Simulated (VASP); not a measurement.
# Be24Cl in VASP: a series of runs

Be24Cl is run at these levels: PBE; tasks: single point.

Program: VASP 6.6.1. These are calculated values, not measurements. Logs are shortened: lines on timing, memory, paths and dates and some standing lists are left out, and cuts for length are marked.

## 1. The cell of the first run

The cell holds a slab with vacuum, 25 atoms: a = 4.525 Å, b = 7.134 Å, c = 19.869 Å, α = 90.00°, β = 90.00°, γ = 90.00°.

## 2. Single point, PBE

Input file INCAR:

```
SYSTEM = Be24Cl
PREC = Accurate ; ENCUT = 520
EDIFF = 1E-7 ; ISMEAR = 0
SIGMA = 0.1 ; LREAL = Auto
LASPH = .TRUE. ; NELM = 80
ALGO = Normal ; ISIF = 2
LWAVE = .FALSE. ; LCHARG = .FALSE.
LDIPOL = .TRUE. ; IDIPOL = 3
DIPOL = 0.5 0.5 0.322 ; GGA = PE
NBANDS = 46
```

Input file KPOINTS:

```
regular mesh
0
G
  6 4 1
  0 0 0
```

Input file POSCAR:

```
Be24Cl
1.0
    4.5254381414      0.0000000000      0.0000000000
    0.0000000000      7.1336190818      0.0000000000
    0.0000000000      0.0000000000     19.8685529777
Be Cl
24 1
Direct
    0.0000000000      0.3750000000      0.2013231665
    0.0000000000      0.8750000000      0.2013231665
    0.5000000000      0.3750000000      0.2013231665
    0.5000000000      0.8750000000      0.2013231665
    0.2500000000      0.1250000000      0.2341987732
    0.2500000000      0.6250000000      0.2341987732
    0.7500000000      0.1250000000      0.2341987732
    0.7500000000      0.6250000000      0.2341987732
    0.2500000000      0.3750000000      0.2999499865
    0.2500000000      0.8750000000      0.2999499865
    0.7500000000      0.3750000000      0.2999499865
    0.7500000000      0.8750000000      0.2999499865
    0.0000000000      0.1250000000      0.3268353583
    0.0000000000      0.6250000000      0.3268353583
    0.5000000000      0.1250000000      0.3268353583
    0.5000000000      0.6250000000      0.3268353583
    0.0000000000      0.3750000000      0.3993099146
    0.0000000000      0.8750000000      0.3993099146
    0.5000000000      0.3750000000      0.3993099146
    0.5000000000      0.8750000000      0.3993099146
    0.2500000000      0.1250000000      0.4211958962
    0.2500000000      0.6250000000      0.4211958962
    0.7500000000      0.1250000000      0.4211958962
    0.7500000000      0.6250000000      0.4211958962
    0.2500000000      0.1250000000      0.5209218774
```

Potentials or basis: VASP PAW PBE potentials, release 64 (Be, Cl).

The run is started by

```bash
$ cat potpaw_PBE.64/Be/POTCAR potpaw_PBE.64/Cl/POTCAR > POTCAR
$ mpirun -np 1 vasp_std > vasp.out
```

OUTCAR:

```text
SYSTEM = Be24Cl
   PREC = Accurate
   ENCUT = 520
   EDIFF = 1E-7
   ISMEAR = 0
   LREAL = Auto
   LASPH = .TRUE.
   NELM = 80
   ISIF = 2
   GGA = PE

 ion  position               nearest neighbor table
   1  0.000  0.375  0.201-   5 2.21   6 2.21   7 2.21   8 2.21   3 2.26   3 2.26  11 2.26   9 2.26

   2  0.000  0.875  0.201-   5 2.21   6 2.21   7 2.21   8 2.21   4 2.26   4 2.26  12 2.26  10 2.26

   3  0.500  0.375  0.201-   5 2.21   6 2.21   7 2.21   8 2.21   1 2.26   1 2.26  11 2.26   9 2.26
[... 39 lines left out ...]
  23  0.750  0.125  0.421-  17 2.16  18 2.16  19 2.16  20 2.16  13 2.19  15 2.19  21 2.26  21 2.26

  24  0.750  0.625  0.421-  17 2.16  18 2.16  19 2.16  20 2.16  14 2.19  16 2.19  22 2.26  22 2.26

  25  0.250  0.125  0.521-  21 1.98

  LATTYP: Found a simple orthorhombic cell.
 ALAT       =     4.5254381414
 B/A-ratio  =     1.5763377730
 C/A-ratio  =     4.3904153271

  Lattice vectors:

 A1 = (   4.5254381414,   0.0000000000,   0.0000000000)
 A2 = (   0.0000000000,   7.1336190818,   0.0000000000)
 A3 = (   0.0000000000,   0.0000000000,  19.8685529777)

Analysis of symmetry for initial positions (statically):
=====================================================================
 Subroutine PRICEL returns:
 Original cell was already a primitive cell.

 Routine SETGRP: Setting up the symmetry group for a
 simple orthorhombic supercell.

 Subroutine GETGRP returns: Found  4 space group operations
 (whereof  1 operations were pure point group operations)
 out of a pool of  8 trial point group operations.

The static configuration has the point symmetry C_1 .
 The point group associated with its full space group is C_2v.

Analysis of symmetry for dynamics (positions and initial velocities):
=====================================================================
 Subroutine PRICEL returns:
 Original cell was already a primitive cell.

 Routine SETGRP: Setting up the symmetry group for a
 simple orthorhombic supercell.

 Subroutine GETGRP returns: Found  4 space group operations
 (whereof  1 operations were pure point group operations)
 out of a pool of  8 trial point group operations.

The dynamic configuration has the point symmetry C_1 .
 The point group associated with its full space group is C_2v.

 Subroutine INISYM returns: Found  4 space group operations
 (whereof  1 operations are pure point group operations),
 and found     1 'primitive' translations

----------------------------------------------------------------------------------------

                                     Primitive cell

  volume of cell :     641.4116

  direct lattice vectors                    reciprocal lattice vectors
     4.525438141  0.000000000  0.000000000     0.220973079  0.000000000  0.000000000
     0.000000000  7.133619082  0.000000000     0.000000000  0.140181300  0.000000000
     0.000000000  0.000000000 19.868552978     0.000000000  0.000000000  0.050330792

  length of vectors
     4.525438141  7.133619082 19.868552978     0.220973079  0.140181300  0.050330792

  position of ions in fractional coordinates (direct lattice)
     0.000000000  0.375000000  0.201323167
     0.000000000  0.875000000  0.201323167
     0.500000000  0.375000000  0.201323167
     0.500000000  0.875000000  0.201323167
     0.250000000  0.125000000  0.234198773
     0.250000000  0.625000000  0.234198773
[... 17 lines left out ...]
     0.750000000  0.625000000  0.421195896
     0.250000000  0.125000000  0.520921877

  ion indices of the primitive-cell ions
   primitive index   ion index
                 1           1
                 2           2
                 3           3
                 4           4
                 5           5
                 6           6
[... 17 lines left out ...]
                24          24
                25          25

----------------------------------------------------------------------------------------

 KPOINTS: regular mesh

Automatic generation of k-mesh.
 Grid dimensions read from file:
 generate k-points for:    6    4    1

 Generating k-lattice:

  Cartesian coordinates                     Fractional coordinates (reciprocal lattice)
     0.036828847  0.000000000  0.000000000     0.166666667  0.000000000  0.000000000
     0.000000000  0.035045325  0.000000000     0.000000000  0.250000000  0.000000000
     0.000000000  0.000000000  0.050330792     0.000000000  0.000000000  1.000000000

  Length of vectors
     0.036828847  0.035045325  0.050330792

  Shift w.r.t. Gamma in fractional coordinates (k-lattice)
     0.000000000  0.000000000  0.000000000

 Subroutine IBZKPT returns following result:
 ===========================================

 Found     12 irreducible k-points:

 Following reciprocal coordinates:
            Coordinates               Weight
  0.000000  0.000000  0.000000      1.000000
  0.166667  0.000000  0.000000      2.000000
  0.333333  0.000000  0.000000      2.000000
  0.500000  0.000000  0.000000      1.000000
  0.000000  0.250000  0.000000      2.000000
  0.166667  0.250000  0.000000      4.000000
  0.333333  0.250000  0.000000      4.000000
  0.500000  0.250000  0.000000      2.000000
  0.000000  0.500000  0.000000      1.000000
  0.166667  0.500000  0.000000      2.000000
  0.333333  0.500000  0.000000      2.000000
  0.500000  0.500000  0.000000      1.000000
   k-points           NKPTS =     12   k-points in BZ     NKDIM =     12   number of bands    NBANDS=     46
   number of dos      NEDOS =    301   number of ions     NIONS =     25
   total plane-waves  NPLWV = 291600
   dimension x,y,z NGX =    36 NGY =   54 NGZ =  150
   dimension x,y,z NGXF=    72 NGYF=  108 NGZF=  300
   ions per type =              24   1
   NGX,Y,Z   is equivalent  to a cutoff of  13.22, 12.58, 12.55 a.u.
   NGXF,Y,Z  is equivalent  to a cutoff of  26.45, 25.17, 25.10 a.u.
 SYSTEM =  Be24Cl
   PREC   = accura    normal or accurate (medium, high low for compatibility)
   ISTART =      0    job   : 0-new  1-cont  2-samecut
   ICHARG =      2    charge: 1-file 2-atom 10-const
   ISPIN  =      1    spin polarized calculation?
   LNONCOLLINEAR =      F non collinear calculations
   LSORBIT =      F    spin-orbit coupling
   LASPH  =      T    aspherical Exc in radial PAW
   ENCUT  =  520.0 eV  38.22 Ry    6.18 a.u.   8.41 13.26 36.94*2*pi/ulx,y,z
   NELM   =     80;   NELMIN=  2; NELMDL= -5     # of ELM steps
   EDIFF  = 0.1E-06   stopping-criterion for ELM
   LREAL  =      T    real-space projection
   EDIFFG = 0.1E-05   stopping-criterion for IOM
   NSW    =      0    number of steps for IOM
   IBRION =     -1    ionic relax: 0-MD 1-quasi-New 2-CG
   NFREE  =      0    steps in history (QN), initial steepest desc. (CG)
   ISIF   =      2    stress and relaxation
   ISYM   =      2    0-nonsym 1-usesym 2-fastsym
   POTIM  = 0.5000    time-step for ionic-motion
   TEBEG  =    0.0;   TEEND  =   0.0 temperature during run
   PSTRESS=    0.0 pullay stress
   NELECT =      55.0000    total number of electrons
   NUPDOWN=      -1.0000    fix difference up-down
   EMIN   =  10.00;   EMAX   =-10.00  energy-range for DOS
   EFERMI =   0.00;   METHOD = LEGACY
   ISMEAR =     0;   SIGMA  =   0.10  broadening in eV -4-tet -1-fermi 0-gaus
   EFERMI_NEDOS =   21; number of points for ismear=-14 and -15
   IALGO  =     38    algorithm
   IMIX   =      4    mixing-type and parameters
     AMIX     =   0.40;   BMIX     =  1.00
     AMIX_MAG =   1.60;   BMIX_MAG =  1.00
  volume/ion in A,a.u.               =      25.66       173.14
  Fermi-wavevector in a.u.,A,eV,Ry     =   0.721911  1.364213  7.090745  0.521155
  Thomas-Fermi vector in A             =   1.811739
   LORBIT       =      0    0 simple, 1 ext, 2 COOP (PROOUT), +10 PAW based schemes
   GGA     = PE    functional components
   LHFCALC =     F    Hartree Fock is set to
   AEXX    =    0.0000 exact exchange contribution
   IVDW    =     0    specifies the selected vdW correction
   LEPSILON=     F    determine dielectric tensor
   LRPA    =     F    only Hartree local field effects (RPA)
 non-spin polarized calculation
 Gauss-broadening in eV      SIGMA  =   0.10
  energy-cutoff  :      520.00
  volume of cell :      641.41
 maximum number of plane-waves:     17327
 NGX is ok and might be reduce to    36
   NGX = 17   NGY = 27   NGZ = 73

 number of electron      55.0000002 magnetization

 dipolmoment           0.000000      0.000000      0.263698 electrons x Angstroem

 Free energy of the ion-electron system (eV)
  ---------------------------------------------------
  ext. energy  EPLUGINS =         0.00000000
  ---------------------------------------------------
  free energy    TOTEN  =       -86.32057319 eV

  energy without entropy =      -86.29139855  energy(sigma->0) =      -86.30598587

 E-fermi :  -1.3512     XC(G=0):  -4.4181

 val. band max:       -1.3643384491   @ k =   0.5000   0.5000   0.0000
 cond. band min:      -1.3415871739   @ k =   0.0000   0.0000   0.0000
 fundamental gap:      0.0227512751
 Fermi energy:        -1.3511674916

 k-point     1 :       0.0000    0.0000    0.0000
  band No.  band energies     occupation
      1     -16.0286      2.00000
      2     -11.5357      2.00000
      3      -9.4592      2.00000
      4      -9.4139      2.00000
      5      -9.3778      2.00000
      6      -7.3537      2.00000
[... 493 lines left out ...]
     38       3.2190      0.00000
     39       3.3390      0.00000
 [bands above 39 left out]

------------------------ aborting loop because EDIFF is reached ----------------------------------------

 vacuum level on the upper side and lower side of the slab       (xc-potential included)         0.673        -0.764

  FORCE on cell =-STRESS in cart. coord.  units (eV):
  Direction    XX          YY          ZZ          XY          YZ          ZX
  --------------------------------------------------------------------------------------
  -------------------------------------------------------------------------------------
  Total        1.0138552     -4.2523211     -0.6939710      0.0000000      0.0000000      0.0000000
  in kB        2.5325016    -10.6218421     -1.7334651      0.0000000      0.0000000      0.0000000
  external PRESSURE =      -3.2742686 kB  Pullay stress =       0.0000000 kB

 VOLUME and BASIS-vectors are now :
 -----------------------------------------------------------------------------
  energy-cutoff  :      520.00
  volume of cell :      641.41
      direct lattice vectors                 reciprocal lattice vectors
     4.525438141  0.000000000  0.000000000     0.220973079  0.000000000  0.000000000
     0.000000000  7.133619082  0.000000000     0.000000000  0.140181300  0.000000000
     0.000000000  0.000000000 19.868552978     0.000000000  0.000000000  0.050330792

 POSITION                                       TOTAL-FORCE (eV/Angst)
 -----------------------------------------------------------------------------------
      0.00000      2.67511      4.00000         0.005549      0.044939      0.555142
      0.00000      6.24192      4.00000         0.005549     -0.044939      0.555142
      2.26272      2.67511      4.00000        -0.005549      0.044939      0.555142
      2.26272      6.24192      4.00000        -0.005549     -0.044939      0.555142
      1.13136      0.89170      4.65319        -0.000000      0.000000     -0.580072
      1.13136      4.45851      4.65319        -0.000000      0.000000     -0.730420
[... 17 lines left out ...]
      3.39408      4.45851      8.36855        -0.000000      0.000000      0.088796
      1.13136      0.89170     10.34996        -0.000000      0.000000      0.013808
 -----------------------------------------------------------------------------------
    total drift:                                0.000000     -0.000000      0.002746

  FREE ENERGIE OF THE ION-ELECTRON SYSTEM (eV)
  ---------------------------------------------------
  free  energy   TOTEN  =       -86.3205731884 eV

  energy  without entropy=      -86.2913985453  energy(sigma->0) =      -86.30598587

 vacuum level on the upper side and lower side of the slab         4.445         2.968
```

Run time: 14 min. Hardware: 1 thread of AMD EPYC 7R13 (Zen 3), shared host; peak memory 0.67 GiB.

What came out:

| Property | Result |
| --- | --- |
| Free energy | -86.3206 eV |
| Largest force | 0.873 eV/Å |
| Band gap on the k mesh | zero (an odd number of electrons rules out a gap without spin polarisation) |

Forces in eV/Å, atoms in the order of the input:
```
Be   0.006  0.045  0.555
Be   0.006 -0.045  0.555
Be  -0.006  0.045  0.555
Be  -0.006 -0.045  0.555
Be   0.000  0.000 -0.580
Be   0.000  0.000 -0.730
Be   0.000  0.000 -0.576
Be   0.000  0.000 -0.789
Be   0.000  0.064  0.083
Be   0.000 -0.064  0.083
Be   0.000  0.100 -0.019
Be   0.000 -0.100 -0.019
Be   0.070  0.000  0.351
Be  -0.085  0.000 -0.029
Be  -0.070  0.000  0.351
Be   0.085  0.000 -0.029
Be  -0.157  0.320 -0.328
Be  -0.157 -0.320 -0.328
Be   0.157  0.320 -0.328
Be   0.157 -0.320 -0.328
Be   0.000  0.000  0.873
Be   0.000  0.000 -0.044
Be   0.000  0.000  0.063
Be   0.000  0.000  0.089
Cl   0.000  0.000  0.014
```

Levels at points of the mesh, in eV from the Fermi level:
| k point | band 23 | band 24 | band 25 | band 26 | band 27 | band 28 | band 29 | band 30 | band 31 | band 32 |
| --- | --- | --- | --- | --- | --- | --- | --- | --- | --- | --- |
| (0.00, 0.00, 0.00) | -1.95 | -1.68 | -1.58 | -0.80 | -0.02 | 0.01 | 0.50 | 0.84 | 1.51 | 1.98 |
| (0.50, 0.00, 0.00) | -1.46 | -0.90 | -0.57 | -0.34 | 0.85 | 0.92 | 1.44 | 1.54 | 1.54 | 1.58 |
| (0.00, 0.50, 0.00) | -1.50 | -1.44 | -0.91 | -0.91 | -0.80 | -0.67 | 0.23 | 0.41 | 1.51 | 2.31 |
| (0.50, 0.50, 0.00) | -1.76 | -1.42 | -0.38 | -0.08 | -0.01 | 0.21 | 0.56 | 0.67 | 0.72 | 1.00 |

## 3. Single point, PBE

Input file INCAR:

```
SYSTEM = Be24Cl
PREC = Accurate
ENCUT = 520
EDIFF = 1E-7
ISMEAR = 0
SIGMA = 0.1
LREAL = Auto
LASPH = .TRUE.
NELM = 80
ALGO = Normal
ISIF = 2
LWAVE = .FALSE.
LCHARG = .FALSE.
LDIPOL = .TRUE.
IDIPOL = 3
DIPOL = 0.5 0.5 0.321
GGA = PE
NBANDS = 46
```

Input file KPOINTS:

```
Automatic mesh
0
G
  6 4 1
  0 0 0
```

POSCAR, as its differences from that of step 2:

```diff
@@ -32,2 +32,2 @@
     0.7500000000      0.6250000000      0.4211958962
-    0.2500000000      0.1250000000      0.5209218774
+    0.2500000000      0.3750000000      0.5021132165
```

Potentials or basis: VASP PAW PBE potentials, release 64 (Be, Cl).

The run is started by

```bash
$ cat potpaw_PBE.64/Be/POTCAR potpaw_PBE.64/Cl/POTCAR > POTCAR
$ mpirun -np 1 vasp_std > vasp.out
```

Wall time 17 min (1 thread of AMD EPYC 7R13 (Zen 3), shared host); peak memory 0.67 GiB.

It converged, with:

| Quantity | Value |
| --- | --- |
| Free energy | -85.7524 eV |
| Largest force | 0.820 eV/Å |
| Band gap on the k mesh | zero (an odd number of electrons rules out a gap without spin polarisation) |

Forces on the atoms (eV/Å):
```
Be   0.078  0.000  0.537
Be  -0.156  0.000  0.526
Be  -0.078  0.000  0.537
Be   0.156  0.000  0.526
Be   0.000  0.085 -0.600
Be   0.000 -0.085 -0.600
Be   0.000 -0.074 -0.798
Be   0.000  0.074 -0.798
Be   0.000  0.000  0.306
Be   0.000  0.000  0.154
Be   0.000  0.000 -0.300
Be   0.000  0.000  0.384
Be   0.043  0.082  0.189
Be   0.043 -0.082  0.189
Be  -0.043  0.082  0.189
Be  -0.043 -0.082  0.189
Be  -0.805  0.000 -0.156
Be  -0.029  0.000  0.088
Be   0.805  0.000 -0.156
Be   0.029  0.000  0.088
Be   0.000 -0.465  0.214
Be   0.000  0.465  0.214
Be   0.000 -0.199 -0.454
Be   0.000  0.199 -0.454
Cl   0.000  0.000 -0.012
```

Levels at points of the mesh, in eV from the Fermi level:
| k point | band 24 | band 25 | band 26 | band 27 | band 28 | band 29 | band 30 | band 31 |
| --- | --- | --- | --- | --- | --- | --- | --- | --- |
| (0.00, 0.00, 0.00) | -2.45 | -1.24 | -1.14 | -0.25 | 0.26 | 0.28 | 0.58 | 1.08 |
| (0.50, 0.00, 0.00) | -1.45 | -0.73 | 0.06 | 0.54 | 0.59 | 1.10 | 1.30 | 1.30 |
| (0.00, 0.50, 0.00) | -1.74 | -1.22 | -1.02 | -0.99 | -0.32 | 0.14 | 0.22 | 1.22 |
| (0.50, 0.50, 0.00) | -1.53 | -0.61 | -0.46 | -0.07 | 0.18 | 0.28 | 0.33 | 0.56 |

## 4. Single point, PBE

Input file INCAR:

```
SYSTEM = Be24Cl
ALGO = Normal ; DIPOL = 0.5 0.5 0.322
EDIFF = 1E-6 ; ENCUT = 520
GGA = PE ; IDIPOL = 3
ISIF = 2 ; ISMEAR = 0
LASPH = .TRUE. ; LCHARG = .FALSE.
LDIPOL = .TRUE. ; LREAL = Auto
LWAVE = .FALSE. ; NBANDS = 46
NELM = 60 ; PREC = Accurate
SIGMA = 0.1
```

Input file KPOINTS:

```
k-points
0
G
  6 4 1
  0 0 0
```

POSCAR, as its differences from that of step 3:

```diff
@@ -32,2 +32,2 @@
     0.7500000000      0.6250000000      0.4211958962
-    0.2500000000      0.3750000000      0.5021132165
+    0.5000000000      0.3750000000      0.5130388636
```

The run is started by

```bash
$ cat potpaw_PBE.64/Be/POTCAR potpaw_PBE.64/Cl/POTCAR > POTCAR
$ mpirun -np 1 vasp_std > vasp.out
```

Run time: 24 min. Hardware: 1 thread of Oxide Virtual Turin-like, shared host; peak memory 0.67 GiB.

The run converged. Its results:

| Property | Result |
| --- | --- |
| Free energy | -85.5846 eV |
| Largest force | 0.873 eV/Å |
| Band gap on the k mesh | zero (an odd number of electrons rules out a gap without spin polarisation) |

Forces in eV/Å, atoms in the order of the input:
```
Be   0.000  0.000  0.503
Be   0.000  0.000  0.586
Be   0.000  0.000  0.539
Be   0.000  0.000  0.463
Be  -0.005 -0.005 -0.680
Be  -0.005  0.005 -0.680
Be   0.005 -0.005 -0.680
Be   0.005  0.005 -0.680
Be  -0.177  0.000  0.103
Be  -0.060  0.000  0.178
Be   0.177  0.000  0.103
Be   0.060  0.000  0.178
Be   0.000  0.012 -0.066
Be   0.000 -0.012 -0.066
Be   0.000  0.027  0.334
Be   0.000 -0.027  0.334
Be   0.000  0.000 -0.873
Be   0.000  0.000  0.003
Be   0.000  0.000  0.401
Be   0.000  0.000 -0.087
Be  -0.169 -0.126  0.023
Be  -0.169  0.126  0.023
Be   0.169 -0.126  0.023
Be   0.169  0.126  0.023
Cl   0.000  0.000 -0.003
```

Levels at points of the mesh, in eV from the Fermi level:
```
           k point  band 25  band 26  band 27  band 28  band 29  band 30
(0.00, 0.00, 0.00)    -1.15    -0.99     0.00     0.01     0.43     0.73
(0.50, 0.00, 0.00)    -0.63     0.10     0.72     0.74     1.34     1.42
(0.00, 0.50, 0.00)    -1.01    -0.91    -0.89    -0.53     0.11     0.31
(0.50, 0.50, 0.00)    -0.49    -0.35     0.04     0.39     0.45     0.46
```

## 5. Overview

```tsv
cell	gap on the mesh (eV)	largest force (eV/Å)
as given, atomic positions A	none	0.87
as given, atomic positions B	none	0.82
as given, atomic positions C	none	0.87
```

Alike in all rows: task single point; level PBE; potentials or basis VASP PAW PBE potentials, release 64 (Be, Cl); no spin polarisation; k mesh 6 × 4 × 1; cutoff (eV) 520; smearing gaussian 0.1 eV.

Total energies depend on the potentials used, so only differences within one code and one set of settings carry meaning.

The gap in the log of VASP goes by the Fermi energy; the results here count the filled bands.